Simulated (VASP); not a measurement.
Runs of VASP 6.6.1 on Si2Mo. The structure is that of space group I4/mmm (No. 139), or close to it. The cells are those of the table. 

```tsv
task	level	potentials or basis	cell	cutoff (eV)	gap on the mesh (eV)	pressure (GPa)	largest force (eV/Å)
single point	revPBE	VASP PAW PBE potentials, release 64 (Si, Mo_sv)	a = 4.569 Å, angles 138.5, 138.5, 60.2°, 3 atoms	520	none	-1.7	-
relaxation of shape and atoms at fixed volume	r2SCAN+D4	VASP PAW PBE potentials, release 64 (Si, Mo_sv)	relaxed from a = 4.493 Å, angles 138.5, 138.5, 60.2°, 3 atoms	600	none	1.8	-
relaxation of shape and atoms at fixed volume	r2SCAN	VASP PAW PBE potentials, release 64 (Si, Mo_sv)	relaxed from a = 4.486 Å, angles 138.5, 138.5, 60.2°, 3 atoms	600	none	5.0	-
single point	PBE+D4	VASP PAW PBE potentials, release 64 (Si, Mo_sv)	a = 4.558 Å, angles 138.5, 138.5, 60.1°, 3 atoms	520	none	-7.8	-
single point	LDA	VASP PAW LDA potentials, release 64 (Si, Mo_sv)	a = 4.527 Å, angles 138.5, 138.5, 60.1°, 3 atoms	520	none	-5.1	0.02
relaxation of shape and atoms at fixed volume	LDA	VASP PAW LDA potentials, release 64 (Si, Mo_sv)	relaxed from a = 4.492 Å, angles 138.6, 138.6, 60.0°, 3 atoms	600	none	0.6	0.01
single point	revPBE	VASP PAW PBE potentials, release 64 (Si, Mo_sv)	a = 4.615 Å, angles 138.5, 138.5, 60.2°, 3 atoms	520	none	(a)	-
relaxation of shape and atoms at fixed volume	LDA	VASP PAW LDA potentials, release 64 (Si, Mo_sv)	relaxed from a = 4.519 Å, angles 138.6, 138.6, 60.0°, 3 atoms	600	none	-3.7	0.01
```

Alike in all rows: no spin polarisation; k mesh 10 × 10 × 10; smearing gaussian 0.05 eV.

**Question.** Estimate the missing entries.

**Answer.** (a) -7.2.

Caveats: the PAW data sets were made with another functional, which shifts forces and pressure a little (at least some runs); the cell stands under tension (at least some runs).

A k mesh can miss the band edges, and the runs leave out spin-orbit coupling on Mo.

A gap of «none» marks levels without a gap at the run's occupations.
